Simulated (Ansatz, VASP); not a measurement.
BaF2: VASP beside Ansatz

The input INCAR:

```
SYSTEM = BaF2
PREC = Accurate
ENCUT = 600
EDIFF = 1E-6
ISMEAR = 0
SIGMA = 0.05
LREAL = .FALSE.
LASPH = .TRUE.
NELM = 120
ALGO = Normal
ISIF = 2
LWAVE = .FALSE.
LCHARG = .TRUE.
GGA = PE
LELF = .TRUE.
LVHAR = .TRUE.
NBANDS = 19
GGA_COMPAT = .FALSE.
```

KPOINTS

```
regular mesh
0
G
  6 6 6
  0 0 0
```

POSCAR

```
BaF2
1.0
    0.0000000000      2.9450475000      2.9450475000
    2.9450475000      0.0000000000      2.9450475000
    2.9450475000      2.9450475000      0.0000000000
Ba F
1 2
Direct
    0.0000000000      0.0000000000      0.0000000000
    0.2500000000      0.2500000000      0.2500000000
    0.7500000000      0.7500000000      0.7500000000
```

Input for Ansatz:

```yaml
crystal:
  lattice:
    - [0.0, 2.9450475, 2.9450475]
    - [2.9450475, 0.0, 2.9450475]
    - [2.9450475, 2.9450475, 0.0]
  atoms:
    - { symbol: Ba, position: [0.0, 0.0, 0.0] }
    - { symbol: F, position: [0.25, 0.25, 0.25] }
    - { symbol: F, position: [0.75, 0.75, 0.75] }
basis:
  ecutwfc: 420
kpoints:
  mp_grid: { grid: [6, 6, 6] }
hamiltonian:
  xc: pbe
scf:
  occupations: { method: gaussian, width: 0.05 }
output:
  forces: true
  stress: true
  eigenvalues: true
```

Change from the starting cell: strain -0.050 along x and y, -0.050 along z, atoms carried along.

Alike in both runs: task single point; functional PBE; k mesh 6 × 6 × 6; occupations gaussian, width 0.05 eV; no spin polarisation.

```csv
,VASP,Ansatz
version,VASP 6.6.1,Ansatz 0.2.0
potentials or method,"VASP PAW PBE potentials, release 64 (Ba_sv, F), cutoff 600 eV","scalar-relativistic, plane waves, PAW"
valence electrons in the cell,24,24
```

```tsv
	VASP	Ansatz	Ansatz less VASP
gap on the k mesh at the Fermi level (eV)	7.45	7.54	+0.088
least direct gap on the mesh (eV)	7.62	7.73	+0.119
pressure (GPa)	16.5	14.4	-2.10
```

Neither program's run includes spin-orbit coupling.
